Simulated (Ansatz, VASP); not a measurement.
# ZnS in VASP and in Ansatz

```xyz
4
Lattice="3.8110 0.0000 0.0000 -1.9055 3.3004 0.0000 0.0000 0.0000 6.2340" Properties=species:S:1:pos:R:3 pbc="T T T"
Zn    0.0000    2.2003    0.0000
Zn    1.9055    1.1001    3.1170
S     0.0000    2.2003    2.4001
S     1.9055    1.1001    5.5171
```

Alike in both runs: task single point; functional PBE; k mesh 12 × 12 × 4; no spin polarisation.

|  | VASP | Ansatz |
| --- | --- | --- |
| version | VASP 6.6.1 | Ansatz 0.2.0 |
| potentials or method | VASP PAW PBE potentials, release 64 (Zn, S), cutoff 520 eV | plane waves, PAW |
| occupations | gaussian, width 0.01 eV | fixed |
| valence electrons in the cell | 36 | 36 |

|  | VASP | Ansatz | Ansatz less VASP |
| --- | --- | --- | --- |
| pressure (GPa) | 2.5 | 2.3 | -0.17 |
| traceless stress, the component that is largest in VASP (GPa) | -1.37 | -1.35 | +0.023 |
| rms of the force components (eV/Å) | 0.186 | 0.184 | -0.0019 |

Atom by atom the forces differ by 0.002 eV/Å (rms over components). Ansatz's warnings: structure snapped to symmetry.
